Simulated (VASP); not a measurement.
# MnS (Pm-3m) in VASP: single point with PBEsol

Aim: the single point of MnS with PBEsol.

All numbers are computed with VASP 6.6.1; they aren't measurements. Logs are shortened: lines on timing, memory, paths and dates and some standing lists are left out, and cuts for length are marked.

### Step 1. The cell of the first run

The structure is cubic, space group Pm-3m (No. 221). Conventional cell: a = 3.099 Å, b = 3.099 Å, c = 3.099 Å, α = 90.00°, β = 90.00°, γ = 90.00°. Within 3.5 Å of Mn (site symmetry m-3m) lie 8 S at 2.68 Å and 6 Mn at 3.10 Å. S (site symmetry m-3m) has 8 Mn at 2.68 Å and 6 S at 3.10 Å within 3.5 Å.

### Step 2. Single point, PBEsol, collinear spin, ferromagnetic start

File INCAR:

```
ALGO = Normal
EDIFF = 1E-6
ENCUT = 520
GGA = PS
ISIF = 2
ISMEAR = 0
ISPIN = 2
LASPH = T
LCHARG = T
LELF = T
LMAXMIX = 4
LORBIT = 11
LREAL = F
LVHAR = T
LWAVE = F
MAGMOM = 4 0
NBANDS = 20
NELM = 150
PREC = Accurate
SIGMA = 0.15
```

File KPOINTS:

```
k-points
0
Gamma
  7 7 7
```

File POSCAR:

```
MnS
1.0
    3.0990400000      0.0000000000      0.0000000000
    0.0000000000      3.0990400000      0.0000000000
    0.0000000000      0.0000000000      3.0990400000
Mn S
1 1
Direct
    0.5000000000      0.5000000000      0.5000000000
    0.0000000000      0.0000000000      0.0000000000
```

Potentials or basis: VASP PAW PBE potentials, release 64 (Mn_pv, S).

Launch:

```console
> cat potpaw_PBE.64/Mn_pv/POTCAR potpaw_PBE.64/S/POTCAR > POTCAR
> mpirun -np 1 vasp_std > vasp.out
```

OUTCAR:

```text
EDIFF = 1E-6
   ENCUT = 520
   GGA = PS
   ISIF = 2
   ISMEAR = 0
   ISPIN = 2
   LASPH = T
   LORBIT = 11
   LREAL = F
   NELM = 150
   PREC = Accurate

 ion  position               nearest neighbor table
   1  0.500  0.500  0.500-   2 2.68   2 2.68   2 2.68   2 2.68   2 2.68   2 2.68   2 2.68   2 2.68

   2  0.000  0.000  0.000-   1 2.68   1 2.68   1 2.68   1 2.68   1 2.68   1 2.68   1 2.68   1 2.68

  LATTYP: Found a simple cubic cell.
 ALAT       =     3.0990400000

  Lattice vectors:

 A1 = (   3.0990400000,   0.0000000000,   0.0000000000)
 A2 = (   0.0000000000,   3.0990400000,   0.0000000000)
 A3 = (   0.0000000000,   0.0000000000,   3.0990400000)

Analysis of symmetry for initial positions (statically):
=====================================================================
 Subroutine PRICEL returns:
 Original cell was already a primitive cell.

 Routine SETGRP: Setting up the symmetry group for a
 simple cubic supercell.

 Subroutine GETGRP returns: Found 48 space group operations
 (whereof 48 operations were pure point group operations)
 out of a pool of 48 trial point group operations.

The static configuration has the point symmetry O_h .

Analysis of symmetry for dynamics (positions and initial velocities):
=====================================================================
 Subroutine PRICEL returns:
 Original cell was already a primitive cell.

 Routine SETGRP: Setting up the symmetry group for a
 simple cubic supercell.

 Subroutine GETGRP returns: Found 48 space group operations
 (whereof 48 operations were pure point group operations)
 out of a pool of 48 trial point group operations.

The dynamic configuration has the point symmetry O_h .

Analysis of structural, dynamic, and magnetic symmetry:
=====================================================================
 Subroutine PRICEL returns:
 Original cell was already a primitive cell.

 Routine SETGRP: Setting up the symmetry group for a
 simple cubic supercell.

 Subroutine GETGRP returns: Found 48 space group operations
 (whereof 48 operations were pure point group operations)
 out of a pool of 48 trial point group operations.

The overall configuration has the point symmetry O_h .

 Subroutine INISYM returns: Found 48 space group operations
 (whereof 48 operations are pure point group operations),
 and found     1 'primitive' translations

----------------------------------------------------------------------------------------

                                     Primitive cell

  volume of cell :      29.7633

  direct lattice vectors                    reciprocal lattice vectors
     3.099040000  0.000000000  0.000000000     0.322680572  0.000000000  0.000000000
     0.000000000  3.099040000  0.000000000     0.000000000  0.322680572  0.000000000
     0.000000000  0.000000000  3.099040000     0.000000000  0.000000000  0.322680572

  length of vectors
     3.099040000  3.099040000  3.099040000     0.322680572  0.322680572  0.322680572

  position of ions in fractional coordinates (direct lattice)
     0.500000000  0.500000000  0.500000000
     0.000000000  0.000000000  0.000000000

  ion indices of the primitive-cell ions
   primitive index   ion index
                 1           1
                 2           2

----------------------------------------------------------------------------------------

 KPOINTS: k-points

Automatic generation of k-mesh.
 Grid dimensions read from file:
 generate k-points for:    7    7    7

 Generating k-lattice:

  Cartesian coordinates                     Fractional coordinates (reciprocal lattice)
     0.046097225  0.000000000  0.000000000     0.142857143  0.000000000  0.000000000
     0.000000000  0.046097225  0.000000000     0.000000000  0.142857143  0.000000000
     0.000000000  0.000000000  0.046097225     0.000000000  0.000000000  0.142857143

  Length of vectors
     0.046097225  0.046097225  0.046097225

  Shift w.r.t. Gamma in fractional coordinates (k-lattice)
     0.000000000  0.000000000  0.000000000

 Subroutine IBZKPT returns following result:
 ===========================================

 Found     20 irreducible k-points:

 Following reciprocal coordinates:
            Coordinates               Weight
  0.000000  0.000000  0.000000      1.000000
  0.142857  0.000000  0.000000      6.000000
  0.285714  0.000000  0.000000      6.000000
  0.428571  0.000000  0.000000      6.000000
  0.142857  0.142857  0.000000     12.000000
  0.285714  0.142857  0.000000     24.000000
[... 12 lines left out ...]
  0.428571  0.428571  0.285714     24.000000
  0.428571  0.428571  0.428571      8.000000
   k-points           NKPTS =     20   k-points in BZ     NKDIM =     20   number of bands    NBANDS=     20
   number of dos      NEDOS =    301   number of ions     NIONS =      2
   total plane-waves  NPLWV =  13824
   dimension x,y,z NGX =    24 NGY =   24 NGZ =   24
   dimension x,y,z NGXF=    48 NGYF=   48 NGZF=   48
   ions per type =               1   1
   NGX,Y,Z   is equivalent  to a cutoff of  12.87, 12.87, 12.87 a.u.
   NGXF,Y,Z  is equivalent  to a cutoff of  25.75, 25.75, 25.75 a.u.
 SYSTEM =  unknown system
   PREC   = accura    normal or accurate (medium, high low for compatibility)
   ISTART =      0    job   : 0-new  1-cont  2-samecut
   ICHARG =      2    charge: 1-file 2-atom 10-const
   ISPIN  =      2    spin polarized calculation?
   LNONCOLLINEAR =      F non collinear calculations
   LSORBIT =      F    spin-orbit coupling
   LASPH  =      T    aspherical Exc in radial PAW
   ENCUT  =  520.0 eV  38.22 Ry    6.18 a.u.   5.76  5.76  5.76*2*pi/ulx,y,z
   NELM   =    150;   NELMIN=  2; NELMDL= -5     # of ELM steps
   EDIFF  = 0.1E-05   stopping-criterion for ELM
   LREAL  =      F    real-space projection
   EDIFFG = 0.1E-04   stopping-criterion for IOM
   NSW    =      0    number of steps for IOM
   IBRION =     -1    ionic relax: 0-MD 1-quasi-New 2-CG
   NFREE  =      0    steps in history (QN), initial steepest desc. (CG)
   ISIF   =      2    stress and relaxation
   ISYM   =      2    0-nonsym 1-usesym 2-fastsym
   POTIM  = 0.5000    time-step for ionic-motion
   TEBEG  =    0.0;   TEEND  =   0.0 temperature during run
   PSTRESS=    0.0 pullay stress
   NELECT =      19.0000    total number of electrons
   NUPDOWN=      -1.0000    fix difference up-down
   EMIN   =  10.00;   EMAX   =-10.00  energy-range for DOS
   EFERMI =   0.00;   METHOD = LEGACY
   ISMEAR =     0;   SIGMA  =   0.15  broadening in eV -4-tet -1-fermi 0-gaus
   EFERMI_NEDOS =   21; number of points for ismear=-14 and -15
   IALGO  =     38    algorithm
   IMIX   =      4    mixing-type and parameters
     AMIX     =   0.40;   BMIX     =  1.00
     AMIX_MAG =   1.60;   BMIX_MAG =  1.00
  volume/ion in A,a.u.               =      14.88       100.43
  Fermi-wavevector in a.u.,A,eV,Ry     =   1.409610  2.663776 27.034766  1.986999
  Thomas-Fermi vector in A             =   2.531648
   LORBIT       =     11    0 simple, 1 ext, 2 COOP (PROOUT), +10 PAW based schemes
   GGA     = PS    functional components
   LHFCALC =     F    Hartree Fock is set to
   AEXX    =    0.0000 exact exchange contribution
   IVDW    =     0    specifies the selected vdW correction
   LEPSILON=     F    determine dielectric tensor
   LRPA    =     F    only Hartree local field effects (RPA)
 spin polarized calculation
 Gauss-broadening in eV      SIGMA  =   0.15
  energy-cutoff  :      520.00
  volume of cell :       29.76
 maximum number of plane-waves:       812
 NGX is ok and might be reduce to    24
   NGX = 11   NGY = 11   NGZ = 11

 number of electron      18.9999973 magnetization       3.3436674

 Free energy of the ion-electron system (eV)
  ---------------------------------------------------
  ext. energy  EPLUGINS =         0.00000000
  ---------------------------------------------------
  free energy    TOTEN  =       -14.17677988 eV

  energy without entropy =      -14.15788494  energy(sigma->0) =      -14.16733241

 E-fermi :   8.2980     XC(G=0): -11.8282

 val. band max:        8.2957690046   @ k =   0.4286   0.4286   0.2857
 cond. band min:       8.3138770597   @ k =   0.2857   0.2857   0.1429
 fundamental gap:      0.0181080552
 Fermi energy:         8.2980051821

 spin component 1

 k-point     1 :       0.0000    0.0000    0.0000
  band No.  band energies     occupation
      1     -41.3132      1.00000
      2     -41.3132      1.00000
      3     -41.3132      1.00000
      4      -7.1839      1.00000
      5       4.9094      1.00000
      6       4.9094      1.00000
[... 12 lines left out ...]
     19      23.8983      0.00000
     20      23.8983      0.00000

 k-point     2 :       0.1429    0.0000    0.0000
  band No.  band energies     occupation
      1     -41.3204      1.00000
      2     -41.3125      1.00000
      3     -41.3125      1.00000
      4      -6.9615      1.00000
      5       4.0225      1.00000
      6       4.9845      1.00000
[... 12 lines left out ...]
     19      23.8483      0.00000
     20      25.9247      0.00000

 k-point     3 :       0.2857    0.0000    0.0000
  band No.  band energies     occupation
      1     -41.3366      1.00000
      2     -41.3112      1.00000
      3     -41.3112      1.00000
      4      -6.3709      1.00000
      5       1.9328      1.00000
      6       5.1004      1.00000
[... 12 lines left out ...]
     19      23.7333      0.00000
     20      23.7411      0.00000

 k-point     4 :       0.4286    0.0000    0.0000
  band No.  band energies     occupation
      1     -41.3495      1.00000
      2     -41.3101      1.00000
      3     -41.3101      1.00000
      4      -5.7433      1.00000
      5       0.3943      1.00000
      6       4.8061      1.00000
[... 334 lines left out ...]
     19      24.9550      0.00000
     20      28.1133      0.00000

 k-point    19 :       0.4286    0.4286    0.2857
  band No.  band energies     occupation
      1     -41.3432      1.00000
      2     -41.3431      1.00000
      3     -41.3295      1.00000
      4      -4.0841      1.00000
      5       2.2142      1.00000
      6       2.2175      1.00000
[... 12 lines left out ...]
     19      25.9221      0.00000
     20      28.0675      0.00000

 k-point    20 :       0.4286    0.4286    0.4286
  band No.  band energies     occupation
      1     -41.3419      1.00000
      2     -41.3418      1.00000
      3     -41.3418      1.00000
      4      -3.5516      1.00000
      5       2.1392      1.00000
      6       2.1392      1.00000
[... 12 lines left out ...]
     19      27.6287      0.00000
     20      30.3733      0.00000
 Fermi energy:         8.2980051821

 spin component 2

 k-point     1 :       0.0000    0.0000    0.0000
  band No.  band energies     occupation
      1     -37.7888      1.00000
      2     -37.7888      1.00000
      3     -37.7888      1.00000
      4      -7.1867      1.00000
      5       6.5055      1.00000
      6       6.5055      1.00000
[... 12 lines left out ...]
     19      24.5943      0.00000
     20      24.5943      0.00000

 k-point     2 :       0.1429    0.0000    0.0000
  band No.  band energies     occupation
      1     -37.7975      1.00000
      2     -37.7880      1.00000
      3     -37.7880      1.00000
      4      -6.9719      1.00000
      5       4.5812      1.00000
      6       6.4256      1.00000
[... 12 lines left out ...]
     19      23.9885      0.00000
     20      26.5098      0.00000

 k-point     3 :       0.2857    0.0000    0.0000
  band No.  band energies     occupation
      1     -37.8171      1.00000
      2     -37.7864      1.00000
      3     -37.7864      1.00000
      4      -6.4063      1.00000
      5       2.2546      1.00000
      6       6.2600      1.00000
[... 12 lines left out ...]
     19      23.7864      0.00000
     20      24.5870      0.00000

 k-point     4 :       0.4286    0.0000    0.0000
  band No.  band energies     occupation
      1     -37.8327      1.00000
      2     -37.7850      1.00000
      3     -37.7850      1.00000
      4      -5.8171      1.00000
      5       0.7075      1.00000
      6       6.1379      1.00000
[... 337 lines left out ...]
 k-point    19 :       0.4286    0.4286    0.2857
  band No.  band energies     occupation
      1     -37.8247      1.00000
      2     -37.8246      1.00000
      3     -37.8082      1.00000
      4      -4.1786      1.00000
      5       2.6247      1.00000
      6       2.6270      1.00000
[... 12 lines left out ...]
     19      26.3555      0.00000
     20      28.2678      0.00000

 k-point    20 :       0.4286    0.4286    0.4286
  band No.  band energies     occupation
      1     -37.8231      1.00000
      2     -37.8229      1.00000
      3     -37.8229      1.00000
      4      -3.6815      1.00000
      5       2.7240      1.00000
      6       2.7240      1.00000
[... 12 lines left out ...]
     19      28.0304      0.00000
     20      30.5967      0.00000

------------------------ aborting loop because EDIFF is reached ----------------------------------------

  FORCE on cell =-STRESS in cart. coord.  units (eV):
  Direction    XX          YY          ZZ          XY          YZ          ZX
  --------------------------------------------------------------------------------------
  -------------------------------------------------------------------------------------
  Total       -2.3701485     -2.3701485     -2.3701485      0.0000000      0.0000000     -0.0000000
  in kB     -127.5864646   -127.5864646   -127.5864646      0.0000000      0.0000000     -0.0000000
  external PRESSURE =    -127.5864646 kB  Pullay stress =       0.0000000 kB

 VOLUME and BASIS-vectors are now :
 -----------------------------------------------------------------------------
  energy-cutoff  :      520.00
  volume of cell :       29.76
      direct lattice vectors                 reciprocal lattice vectors
     3.099040000  0.000000000  0.000000000     0.322680572  0.000000000  0.000000000
     0.000000000  3.099040000  0.000000000     0.000000000  0.322680572  0.000000000
     0.000000000  0.000000000  3.099040000     0.000000000  0.000000000  0.322680572

 POSITION                                       TOTAL-FORCE (eV/Angst)
 -----------------------------------------------------------------------------------
      1.54952      1.54952      1.54952         0.000000      0.000000      0.000000
      0.00000      0.00000      0.00000         0.000000      0.000000      0.000000
 -----------------------------------------------------------------------------------
    total drift:                                0.000000      0.000000     -0.000000

  FREE ENERGIE OF THE ION-ELECTRON SYSTEM (eV)
  ---------------------------------------------------
  free  energy   TOTEN  =       -14.1767798792 eV

  energy  without entropy=      -14.1578849371  energy(sigma->0) =      -14.16733241

 total charge

# of ion       s       p       d       tot
------------------------------------------
    1        0.213   6.167   5.047  11.427
    2        1.367   2.239   0.000   3.606
--------------------------------------------------
tot          1.580   8.406   5.047  15.033

 magnetization (x)

# of ion       s       p       d       tot
------------------------------------------
    1        0.016   0.027   3.296   3.339
    2        0.025  -0.134   0.000  -0.109
--------------------------------------------------
tot          0.040  -0.107   3.296   3.230
```

Run time: 16 s. Hardware: 1 thread of Intel Xeon 8259CL, shared host; peak memory 0.12 GiB.

Results:

```yaml
Free_energy: -14.1768 eV
Pressure: -12.8 GPa
Net_moment: 3.34 μB per cell
Site_moments: Mn +3.34; S -0.11 μB
Valence_electrons_inside_the_program's_atomic_spheres: Mn 11.43; S 3.61
```

Levels at points of the mesh, in eV from the Fermi level:
Spin up:
```
           k point  band 7  band 8  band 9  band 10  band 11  band 12  band 13  band 14  band 15  band 16
(0.00, 0.00, 0.00)   -1.92   -1.92   -1.92    -1.77    -1.77    -1.77     1.91     6.94     6.94    15.36
```
Spin down:
```csv
k point,band 6,band 7,band 8,band 9,band 10,band 11
"(0.00, 0.00, 0.00)",-1.79,-1.79,-1.14,-1.14,1.38,1.38
```

Caveat: the cell stands under tension; the PAW data sets were made with another functional, which shifts forces and pressure a little; a cell with one magnetic atom can't hold antiferromagnetic order, which such compounds often take; semilocal functionals often make such compounds metallic where correlation or magnetic order opens a gap, which also shifts bond lengths.
